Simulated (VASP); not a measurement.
The system is TiO2.

```
Ti O
1.0
     2.70603   -2.70666    0.00000
     2.70603    2.70666    0.00000
    -2.63353    0.00000    4.79664
Ti O
2 4
Direct
  0.86589 0.13411 0.75000
  0.13411 0.86589 0.25000
  0.08876 0.33122 0.16715
  0.91124 0.66878 0.83285
  0.66878 0.91124 0.33285
  0.33122 0.08876 0.66715
```

Base run:

| Property | Result |
| --- | --- |
| Program | VASP 6.6.1 |
| Functional | PBE |
| Potentials or basis | VASP PAW PBE potentials, release 64 (Ti_sv, O) |
| Cutoff | 520 eV |
| k mesh | 8 × 8 × 6 |
| Occupations | fermi-dirac, width 0.05 eV |
| Spin | no spin polarisation |
| Hubbard terms | Ti d U = 8.0 eV |

Its results: band gap on the k mesh 3.27 eV (least direct gap 3.66 eV); pressure 12.8 GPa; largest force 0.446 eV/Å.

Question: The run is repeated on the same cell with these changes: hubbard terms from Ti d U = 8.0 eV to Ti d U = 1.0 eV. What comes out?

Answer: Band gap on the k mesh 2.18 eV (least direct gap 2.53 eV); pressure 0.7 GPa; largest force 0.110 eV/Å.

Caveats: the cell stands under pressure (at least some runs).

A k mesh can miss the band edges.
